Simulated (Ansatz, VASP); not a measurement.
## Al in VASP and in Ansatz

Contents of INCAR:

```
PREC = Accurate
ENCUT = 520
EDIFF = 1E-7
ISMEAR = 0
SIGMA = 0.15
LREAL = F
LASPH = T
NELM = 100
ALGO = Normal
ISIF = 2
LWAVE = F
LCHARG = F
GGA = PS
NBANDS = 8
```

The input KPOINTS:

```
Automatic mesh
0
Gamma
  22 22 22
```

The input POSCAR:

```
Al
1.0
    0.0000000000      1.8544925768      2.4108403498
    1.8544925768      0.0000000000      2.4108403498
    1.8544925768      1.8544925768      0.0000000000
Al
1
Direct
    0.0000000000      0.0000000000      0.0000000000
```

Input for Ansatz:

```yaml
crystal:
  lattice:
    - [0.0, 1.8544925768, 2.4108403498]
    - [1.8544925768, 0.0, 2.4108403498]
    - [1.8544925768, 1.8544925768, 0.0]
  atoms:
    - { symbol: Al, position: [0.0, 0.0, 0.0] }
basis:
  ecutwfc: 420
kpoints:
  mp_grid: { grid: [22, 22, 22] }
hamiltonian:
  xc: pbesol
scf:
  occupations: { method: gaussian, width: 0.15 }
output:
  forces: true
  stress: true
  eigenvalues: true
```

Alike in both runs: task single point; functional PBEsol; k mesh 22 × 22 × 22; occupations gaussian, width 0.15 eV; no spin polarisation.

|  | VASP | Ansatz |
| --- | --- | --- |
| version | VASP 6.6.1 | Ansatz 0.2.0 |
| potentials or method | VASP PAW PBE potentials, release 64 (Al), cutoff 520 eV | scalar-relativistic, plane waves, PAW |
| valence electrons in the cell | 3 | 3 |

Ansatz gave:

- gap on the k mesh at the Fermi level (eV): none
- pressure (GPa): 3.5
- traceless stress, the component that is largest in VASP (GPa): -12.73

Task: Estimate VASP's values.

Result: gap on the k mesh at the Fermi level (eV): none; pressure (GPa): 3.6; traceless stress, the component that is largest in VASP (GPa): -12.80.

VASP's potentials were made for PBE, not for PBEsol. A gap of «none» marks a metal or a gap that the smearing closes. The functional is the same, so the differences come from potentials, cutoffs and numerics.
